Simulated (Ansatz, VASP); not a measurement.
# BN in VASP and in Ansatz

The input POSCAR:

```
BN
1.0
    0.0000000000      1.8770184836      1.8770184836
    1.8770184836      0.0000000000      1.8770184836
    1.8770184836      1.8770184836      0.0000000000
B N
1 1
Direct
    0.0000000000      0.0000000000      0.0000000000
    0.2500000000      0.2500000000      0.2500000000
```

INCAR.step1

```
SYSTEM = BN
PREC = Accurate ; ENCUT = 520
EDIFF = 1E-5 ; ISMEAR = 0
SIGMA = 0.01 ; LREAL = .FALSE.
LASPH = .TRUE. ; NELM = 80
ALGO = Normal ; ISIF = 2
LWAVE = .TRUE. ; GGA = PE
NBANDS = 11
```

INCAR.step2

```
SYSTEM = BN
PREC = Accurate ; ENCUT = 520
EDIFF = 1E-6 ; ISMEAR = 0
SIGMA = 0.01 ; LREAL = .FALSE.
LASPH = .TRUE. ; NELM = 80
ALGO = Normal ; ISIF = 2
LWAVE = .FALSE. ; LCHARG = .TRUE.
GGA = PE ; LHFCALC = .TRUE.
HFSCREEN = 0.2079 ; PRECFOCK = Normal
LELF = .TRUE. ; LVHAR = .TRUE.
ISTART = 1 ; NBANDS = 11
```

File KPOINTS:

```
Automatic mesh
0
G
  8 8 8
  0 0 0
```

Input for Ansatz:

```yaml
crystal:
  lattice:
    - [0.0, 1.8770184836, 1.8770184836]
    - [1.8770184836, 0.0, 1.8770184836]
    - [1.8770184836, 1.8770184836, 0.0]
  atoms:
    - { symbol: B, position: [0.0, 0.0, 0.0] }
    - { symbol: "N", position: [0.25, 0.25, 0.25] }
kpoints:
  mp_grid: { grid: [8, 8, 8] }
  band_path:
    path:
      - [0.0, 0.0, 0.0]
      - [-0.5, -0.5, 0.0]
      - [-0.375, -0.375, 0.25]
      - [-0.375, 0.0, 0.375]
      - [0.0, 0.0, 0.5]
      - [-0.5, -0.25, 0.25]
      - [0.0, 0.5, 0.5]
    npoints: 1
hamiltonian:
  xc: hse06
scf:
  occupations: { method: fixed }
  n_extra_bands: 4
output:
  forces: true
  stress: true
  eigenvalues: true
```

Change from the starting cell: hydrostatic strain +4.0%.

Alike in both runs: task single point; functional HSE06; k mesh 8 × 8 × 8; no spin polarisation.

|  | VASP | Ansatz |
| --- | --- | --- |
| version | VASP 6.6.1 | Ansatz 0.2.0 |
| potentials or method | VASP PAW PBE potentials, release 64 (B, N) | plane waves, PAW |
| plane-wave cutoff (eV) | 520 | 420 |
| occupations | gaussian, width 0.01 eV | fixed |
| valence electrons in the cell | 8 | 8 |

```tsv
	VASP	Ansatz	Ansatz less VASP
gap on the k mesh at the Fermi level (eV)	5.61	5.62	+0.010
pressure (GPa)	-41.0	-41.1	-0.14
```

Both programs put the cell under strong tension, so it lies far from rest at this level. Ansatz's warnings: stress exchange threshold loose, stress scf threshold loose.

Noted on VASP's run: the cell as given lies far from equilibrium.
